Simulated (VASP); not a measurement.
Here is a VASP 6.6.1 calculation.

The input INCAR:

```
SYSTEM = Co
PREC = Accurate ; ENCUT = 520
EDIFF = 1E-6 ; ISMEAR = 0
SIGMA = 0.1 ; LREAL = .False.
LASPH = .True. ; NELM = 150
ALGO = Fast ; ISIF = 2
LWAVE = .False. ; LCHARG = .False.
ISPIN = 2 ; MAGMOM = 1.88 1.88 1.88 1.88
LORBIT = 11 ; LMAXMIX = 4
GGA = PE ; NBANDS = 30
```

KPOINTS

```
regular mesh
0
Gamma
  24 24 8
  0 0 0
```

Contents of POSCAR:

```
Co
1.0
    2.5912588163      0.0000000000      0.0000000000
   -1.2956294082      2.2440959627      0.0000000000
    0.0000000000      0.0000000000      7.8990778398
Co
4
Direct
    0.0000000000      0.0000000000      0.0000000000
    0.3333333333      0.6666666667      0.2500000000
    0.0000000000      0.0000000000      0.5000000000
    0.6666666667      0.3333333333      0.7500000000
```

Potentials or basis: VASP PAW PBE potentials, release 64 (Co).

The run is started by

```bash
$ cat potpaw_PBE.64/Co/POTCAR > POTCAR
$ mpirun -np 1 vasp_std > vasp.out
```

Problem. Predict the pressure.

Solution. -9.7 GPa.

Problem. What does it give for the net moment?

Solution. 6.63 μB per cell.

Problem. What does it give for the site moments?

Solution. Co +1.68, +1.69 (each value once) μB.

Stress tensor (GPa, compression positive):
```
-14.47   0.00   0.00
  0.00 -14.47   0.00
  0.00   0.00  -0.11
```

Caveat: the cell differs from its parent crystal (biaxial strain in the a-b plane: +4.0 %); the cell stands under tension.
